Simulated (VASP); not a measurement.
# Au (P2_1/m) in VASP: further runs

The runs below take Au through single point, with PBE.

All numbers are computed with VASP 6.6.1; they aren't measurements. Logs are shortened: lines on timing, memory, paths and dates and some standing lists are left out, and cuts for length are marked.

### Step 1. The cell of the first run

Symmetry: P2_1/m, No. 11, monoclinic system. Conventional cell: a = 2.844 Å, b = 4.768 Å, c = 2.844 Å, α = 90.00°, β = 120.00°, γ = 90.00°. Au (site symmetry m) has 12 Au at 2.72 to 3.12 Å within 3.6 Å.

### Step 2. Single point, PBE (atoms displaced along a vibrational mode, the cell strained)

The input, INCAR:

```
SYSTEM = Au
ALGO = Normal ; EDIFF = 1E-6
ENCUT = 500 ; GGA = PE
GGA_COMPAT = .FALSE. ; ISIF = 2
ISMEAR = 0 ; LASPH = .TRUE.
LCHARG = .TRUE. ; LELF = .TRUE.
LREAL = .FALSE. ; LVHAR = .TRUE.
LWAVE = .FALSE. ; NBANDS = 18
NELM = 120 ; PREC = Accurate
SIGMA = 0.15
```

The input, KPOINTS:

```
k-points
0
G
  18 18 10
  0 0 0
```

The input, POSCAR:

```
Au
1.0
    2.8440378883      0.0000000000      0.0000000000
   -1.4220189441      2.4630090606      0.0000000000
    0.0000000000      0.0000000000      4.7677800545
Au
2
Direct
    0.2609977991      0.6666666667      0.7500000000
    0.7390022009      0.3333333333      0.2500000000
```

Potentials or basis: VASP PAW PBE potentials, release 64 (Au).

Launch:

```
> cat potpaw_PBE.64/Au/POTCAR > POTCAR
> mpirun -np 1 vasp_std > vasp.out
```

OUTCAR:

```text
SYSTEM = Au
   EDIFF = 1E-6
   ENCUT = 500
   GGA = PE
   ISIF = 2
   ISMEAR = 0
   LASPH = .TRUE.
   LREAL = .FALSE.
   NELM = 120
   PREC = Accurate

 ion  position               nearest neighbor table
   1  0.261  0.667  0.750-   2 2.72   2 2.72   2 2.92   2 2.92   2 3.12   2 3.12
   2  0.739  0.333  0.250-   1 2.72   1 2.72   1 2.92   1 2.92   1 3.12   1 3.12

  LATTYP: Found a hexagonal cell.
 ALAT       =     2.8440378883
 C/A-ratio  =     1.6764122848

  Lattice vectors:

 A1 = (   2.8440378883,   0.0000000000,   0.0000000000)
 A2 = (  -1.4220189441,   2.4630090606,   0.0000000000)
 A3 = (   0.0000000000,   0.0000000000,   4.7677800545)

Analysis of symmetry for initial positions (statically):
=====================================================================
 Subroutine PRICEL returns:
 Original cell was already a primitive cell.

 Routine SETGRP: Setting up the symmetry group for a
 hexagonal supercell.

 Subroutine GETGRP returns: Found  4 space group operations
 (whereof  2 operations were pure point group operations)
 out of a pool of 24 trial point group operations.

The static configuration has the point symmetry S_2 .
 The point group associated with its full space group is C_2h.

Analysis of symmetry for dynamics (positions and initial velocities):
=====================================================================
 Subroutine PRICEL returns:
 Original cell was already a primitive cell.

 Routine SETGRP: Setting up the symmetry group for a
 hexagonal supercell.

 Subroutine GETGRP returns: Found  4 space group operations
 (whereof  2 operations were pure point group operations)
 out of a pool of 24 trial point group operations.

The dynamic configuration has the point symmetry S_2 .
 The point group associated with its full space group is C_2h.

 Subroutine INISYM returns: Found  4 space group operations
 (whereof  2 operations are pure point group operations),
 and found     1 'primitive' translations

----------------------------------------------------------------------------------------

                                     Primitive cell

  volume of cell :      33.3978

  direct lattice vectors                    reciprocal lattice vectors
     2.844037888  0.000000000  0.000000000     0.351612756  0.203003719  0.000000000
    -1.422018944  2.463009061  0.000000000     0.000000000  0.406007439  0.000000000
     0.000000000  0.000000000  4.767780055     0.000000000  0.000000000  0.209741219

  length of vectors
     2.844037888  2.844037888  4.767780055     0.406007439  0.406007439  0.209741219

[... 81 lines left out ...]
   LREAL  =      F    real-space projection
   EDIFFG = 0.1E-04   stopping-criterion for IOM
   NSW    =      0    number of steps for IOM
   IBRION =     -1    ionic relax: 0-MD 1-quasi-New 2-CG
   NFREE  =      0    steps in history (QN), initial steepest desc. (CG)
   ISIF   =      2    stress and relaxation
   ISYM   =      2    0-nonsym 1-usesym 2-fastsym
   POTIM  = 0.5000    time-step for ionic-motion
   TEBEG  =    0.0;   TEEND  =   0.0 temperature during run
   PSTRESS=    0.0 pullay stress
   NELECT =      22.0000    total number of electrons
   NUPDOWN=      -1.0000    fix difference up-down
   EMIN   =  10.00;   EMAX   =-10.00  energy-range for DOS
   EFERMI =   0.00;   METHOD = LEGACY
   ISMEAR =     0;   SIGMA  =   0.15  broadening in eV -4-tet -1-fermi 0-gaus
   EFERMI_NEDOS =   21; number of points for ismear=-14 and -15
   IALGO  =     38    algorithm
   IMIX   =      4    mixing-type and parameters
     AMIX     =   0.40;   BMIX     =  1.00
     AMIX_MAG =   1.60;   BMIX_MAG =  1.00
  volume/ion in A,a.u.               =      16.70       112.69
  Fermi-wavevector in a.u.,A,eV,Ry     =   1.424437  2.691795 27.606497  2.029020
  Thomas-Fermi vector in A             =   2.544928
   LORBIT       =      0    0 simple, 1 ext, 2 COOP (PROOUT), +10 PAW based schemes
   GGA     = PE    functional components
   LHFCALC =     F    Hartree Fock is set to
   AEXX    =    0.0000 exact exchange contribution
   IVDW    =     0    specifies the selected vdW correction
   LEPSILON=     F    determine dielectric tensor
   LRPA    =     F    only Hartree local field effects (RPA)
 non-spin polarized calculation
 Gauss-broadening in eV      SIGMA  =   0.15
  energy-cutoff  :      500.00
  volume of cell :       33.40
 maximum number of plane-waves:       869
 NGX is ok and might be reduce to    24
   NGX = 11   NGY = 11   NGZ = 17

 number of electron      22.0000004 magnetization

 Free energy of the ion-electron system (eV)
  ---------------------------------------------------
  ext. energy  EPLUGINS =         0.00000000
  ---------------------------------------------------
  free energy    TOTEN  =        -6.26701535 eV

  energy without entropy =       -6.25781414  energy(sigma->0) =       -6.26241475

 E-fermi :   9.8074     XC(G=0): -12.8322

 val. band max:        9.8072120045   @ k =   0.5000  -0.1667   0.0000
 cond. band min:       9.8091581692   @ k =   0.5000  -0.1667  -0.1000
 fundamental gap:      0.0019461648
 Fermi energy:         9.8073692300

 k-point     1 :       0.0000    0.0000    0.0000
  band No.  band energies     occupation
      1      -0.2555      2.00000
      2       2.2621      2.00000
      3       4.3862      2.00000
      4       5.0354      2.00000
      5       5.2950      2.00000
      6       5.3863      2.00000
[... 481 lines left out ...]
      5       5.0873      2.00000
      6       5.6990      2.00000
[... 10 lines left out ...]
     17      22.0383      0.00000
     18      25.3307      0.00000

 [... further k-points ...]

------------------------ aborting loop because EDIFF is reached ----------------------------------------

  FORCE on cell =-STRESS in cart. coord.  units (eV):
  Direction    XX          YY          ZZ          XY          YZ          ZX
  --------------------------------------------------------------------------------------
  -------------------------------------------------------------------------------------
  Total        2.6104129      2.7234185      3.6161615      0.3994227      0.0000000      0.0000000
  in kB      125.2282134    130.6493835    173.4765615     19.1613324      0.0000000      0.0000000
  external PRESSURE =     143.1180528 kB  Pullay stress =       0.0000000 kB

 VOLUME and BASIS-vectors are now :
 -----------------------------------------------------------------------------
  energy-cutoff  :      500.00
  volume of cell :       33.40
      direct lattice vectors                 reciprocal lattice vectors
     2.844037888  0.000000000  0.000000000     0.351612756  0.203003719  0.000000000
    -1.422018944  2.463009061  0.000000000     0.000000000  0.406007439  0.000000000
     0.000000000  0.000000000  4.767780055     0.000000000  0.000000000  0.209741219

 POSITION                                       TOTAL-FORCE (eV/Angst)
 -----------------------------------------------------------------------------------
     -0.20573      1.64201      3.57584         0.343336      0.283430      0.000000
      1.62774      0.82100      1.19195        -0.343336     -0.283430     -0.000000
 -----------------------------------------------------------------------------------
    total drift:                                0.000000     -0.000000     -0.000000

  FREE ENERGIE OF THE ION-ELECTRON SYSTEM (eV)
  ---------------------------------------------------
  free  energy   TOTEN  =        -6.2670153510 eV

  energy  without entropy=       -6.2578141390  energy(sigma->0) =       -6.26241475
```

Wall time 11 min (1 thread of Intel Xeon 8259CL, shared host); peak memory 0.54 GiB.

What came out:

* Free energy: -6.2670 eV
* Pressure: 14.3 GPa
* Largest force: 0.445 eV/Å
* Band gap on the k mesh: zero (bands 11 and 12 overlap by 6.54 eV)

Forces on the atoms (eV/Å):
```
Au   0.343  0.283  0.000
Au  -0.343 -0.283  0.000
```

Levels at points of the mesh, in eV from the Fermi level:
```
           k point  band 8  band 9  band 10  band 11  band 12  band 13  band 14  band 15
(0.00, 0.00, 0.00)   -4.14   -2.99    -2.88    -1.81    -1.21     2.96    14.45    15.81
(0.50, 0.00, 0.00)   -2.22   -1.97    -1.64     1.04     1.06     6.59     6.80     9.45
(0.00, 0.50, 0.00)   -2.59   -1.86    -1.75     0.37     1.66     5.75     7.42     7.63
(0.50, 0.50, 0.00)   -2.01   -1.86    -1.75    -0.37     2.10     5.10     5.64     8.48
(0.00, 0.00, 0.50)   -4.56   -2.87    -2.87    -2.66    -2.66    10.78    10.78    15.14
(0.50, 0.00, 0.50)   -1.84   -1.69    -1.69    -0.16    -0.16     4.43     4.43    12.52
(0.00, 0.50, 0.50)   -2.19   -1.79    -1.79     0.43     0.43     4.12     4.12    12.30
(0.50, 0.50, 0.50)   -3.00   -1.79    -1.79     1.27     1.27     3.45     3.45    13.28
```

Caveat: the cell differs from its parent crystal (atoms displaced along a vibrational mode, the cell strained); the cell stands under pressure; spin-orbit coupling is left out, which moves the levels of the heavy elements.

### Step 3. Single point, PBE (atoms displaced along a vibrational mode, the cell strained)

The input, INCAR:

```
SYSTEM = Au
  PREC = Accurate
  ENCUT = 500
  EDIFF = 1E-6
  ISMEAR = 0
  SIGMA = 0.15
  LREAL = .FALSE.
  LASPH = .TRUE.
  NELM = 120
  ALGO = Normal
  ISIF = 2
  LWAVE = .FALSE.
  LCHARG = .FALSE.
  GGA = PE
  NBANDS = 18
  GGA_COMPAT = .FALSE.
```

The input, KPOINTS:

```
Automatic mesh
0
G
  18 18 10
  0 0 0
```

The input, POSCAR:

```
Au
1.0
    2.8804999125      0.0000000000      0.0000000000
   -1.4402499562      2.4945860998      0.0000000000
    0.0000000000      0.0000000000      4.8289054398
Au
2
Direct
    0.2609977991      0.6666666667      0.7500000000
    0.7390022009      0.3333333333      0.2500000000
```

Potentials or basis: VASP PAW PBE potentials, release 64 (Au).

Launch:

```
> cat potpaw_PBE.64/Au/POTCAR > POTCAR
> mpirun -np 1 vasp_std > vasp.out
```

Run time: 8.6 min. Hardware: 1 thread of Intel Xeon 8259CL, shared host; peak memory 0.55 GiB.

Results (log left out):

| Quantity | Value |
| --- | --- |
| Free energy | -6.3532 eV |
| Pressure | 6.9 GPa |
| Largest force | 0.365 eV/Å |
| Band gap on the k mesh | zero (bands 11 and 12 overlap by 6.32 eV) |

Forces in eV/Å, atoms in the order of the input:
```
Au   0.276  0.239  0.000
Au  -0.276 -0.239  0.000
```

Stress tensor (GPa, compression positive):
```
5.50 1.35 0.00
1.35 5.77 0.00
0.00 0.00 9.56
```

Levels at points of the mesh, in eV from the Fermi level:
```tsv
k point	band 7	band 8	band 9	band 10	band 11	band 12	band 13	band 14	band 15	band 16
(0.00, 0.00, 0.00)	-3.98	-3.97	-2.89	-2.79	-1.78	-1.02	2.77	14.47	15.80	15.86
(0.50, 0.00, 0.00)	-3.90	-2.18	-1.94	-1.63	1.00	1.01	6.40	6.62	9.25	9.77
(0.00, 0.50, 0.00)	-3.60	-2.52	-1.83	-1.73	0.37	1.56	5.65	7.29	7.35	11.30
(0.50, 0.50, 0.00)	-2.65	-1.97	-1.83	-1.73	-0.33	1.96	5.06	5.59	8.11	10.58
(0.00, 0.00, 0.50)	-4.35	-4.35	-2.77	-2.77	-2.58	-2.58	10.54	10.54	15.14	15.14
(0.50, 0.00, 0.50)	-1.81	-1.81	-1.67	-1.67	-0.01	-0.01	4.19	4.19	12.43	12.43
(0.00, 0.50, 0.50)	-2.12	-2.12	-1.77	-1.77	0.51	0.51	3.91	3.91	12.19	12.19
(0.50, 0.50, 0.50)	-2.88	-2.88	-1.77	-1.77	1.30	1.30	3.29	3.29	13.08	13.08
```

Caveat: the cell differs from its parent crystal (atoms displaced along a vibrational mode, the cell strained); the cell stands under pressure; spin-orbit coupling is left out, which moves the levels of the heavy elements.

### Step 4. Single point, PBE (atoms displaced along a vibrational mode)

The input, INCAR:

```
PREC = Accurate
ENCUT = 500
EDIFF = 1E-6
ISMEAR = 0
SIGMA = 0.15
LREAL = False
LASPH = True
NELM = 120
ALGO = Normal
ISIF = 2
LWAVE = False
LCHARG = False
GGA = PE
NBANDS = 18
GGA_COMPAT = False
```

The input, KPOINTS:

```
regular mesh
0
Gamma
  18 18 10
```

The input, POSCAR:

```
Au
1.0
    2.9169619367      0.0000000000      0.0000000000
   -1.4584809683      2.5261631390      0.0000000000
    0.0000000000      0.0000000000      4.8900308251
Au
2
Direct
    0.2609977991      0.6666666667      0.7500000000
    0.7390022009      0.3333333333      0.2500000000
```

Launch:

```
> cat potpaw_PBE.64/Au/POTCAR > POTCAR
> mpirun -np 1 vasp_std > vasp.out
```

It took 6.9 min on 1 thread of Intel Xeon 8259CL, shared host; peak memory 0.56 GiB.

It converged, with:

* Free energy: -6.3865 eV
* Pressure: 1.0 GPa
* Largest force: 0.295 eV/Å
* Band gap on the k mesh: zero (bands 11 and 12 overlap by 6.10 eV)

Forces on the atoms (eV/Å):
```
Au   0.217  0.199  0.000
Au  -0.217 -0.199  0.000
```

Stress tensor (GPa, compression positive):
```
-0.13  0.87  0.00
 0.87 -0.10  0.00
 0.00  0.00  3.30
```

Levels at points of the mesh, in eV from the Fermi level:
| k point | band 9 | band 10 | band 11 | band 12 | band 13 | band 14 |
| --- | --- | --- | --- | --- | --- | --- |
| (0.00, 0.00, 0.00) | -2.80 | -2.70 | -1.76 | -0.83 | 2.59 | 14.48 |
| (0.50, 0.00, 0.00) | -1.91 | -1.63 | 0.96 | 0.97 | 6.21 | 6.44 |
| (0.00, 0.50, 0.00) | -1.81 | -1.72 | 0.37 | 1.48 | 5.56 | 7.07 |
| (0.50, 0.50, 0.00) | -1.81 | -1.71 | -0.27 | 1.83 | 5.03 | 5.54 |
| (0.00, 0.00, 0.50) | -2.69 | -2.69 | -2.51 | -2.51 | 10.30 | 10.30 |
| (0.50, 0.00, 0.50) | -1.66 | -1.66 | 0.13 | 0.13 | 3.96 | 3.96 |
| (0.00, 0.50, 0.50) | -1.75 | -1.75 | 0.60 | 0.60 | 3.71 | 3.71 |
| (0.50, 0.50, 0.50) | -1.75 | -1.75 | 1.32 | 1.32 | 3.15 | 3.15 |

Caveat: the cell differs from its parent crystal (atoms displaced along a vibrational mode); spin-orbit coupling is left out, which moves the levels of the heavy elements.

(Part 1 of 2 ends here.)
